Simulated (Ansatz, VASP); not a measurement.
**Se: VASP beside Ansatz**

```
Se
1.0
     4.36620    0.00000    0.00000
    -2.18310    3.78124    0.00000
     0.00000    0.00000    4.95360
Se
3
Direct
  0.22540 0.00000 0.33333
  0.00000 0.22540 0.66667
  0.77460 0.77460 0.00000
```

Alike in both runs: task electric field gradients; functional PBEsol; k mesh 6 × 6 × 5; occupations fermi-dirac, width 0.03 eV; no spin polarisation.

|  | VASP | Ansatz |
| --- | --- | --- |
| version | VASP 6.6.1 | Ansatz 0.2.0 |
| potentials or method | VASP PAW PBE potentials, release 64 (Se) | PAW with Ansatz's default frozen-core files, scalar-relativistic |
| plane-wave cutoff (eV) | 520 | 420 |
| valence electrons in the cell | 18 | 48 |

Ansatz gave:

* gap on the k mesh at the Fermi level (eV): 1.23
* pressure (GPa): 0.2
* traceless stress, the component that is largest in VASP (GPa): 0.95
* rms of the force components (eV/Å): 0.165
* size of Vzz on the site where it differs most (V/Å²): 507.6

Task: Estimate VASP's values.

Result: gap on the k mesh at the Fermi level (eV): 1.23; pressure (GPa): 0.4; traceless stress, the component that is largest in VASP (GPa): 1.02; rms of the force components (eV/Å): 0.191; size of Vzz on the site where it differs most (V/Å²): 489.4.

VASP's potentials were made for PBE, not for PBEsol. Atom by atom the forces differ by 0.026 eV/Å (rms over components). VASP's potentials hold 18 valence electrons a cell and Ansatz's 48, so a difference there can come from the potentials and not from the codes.
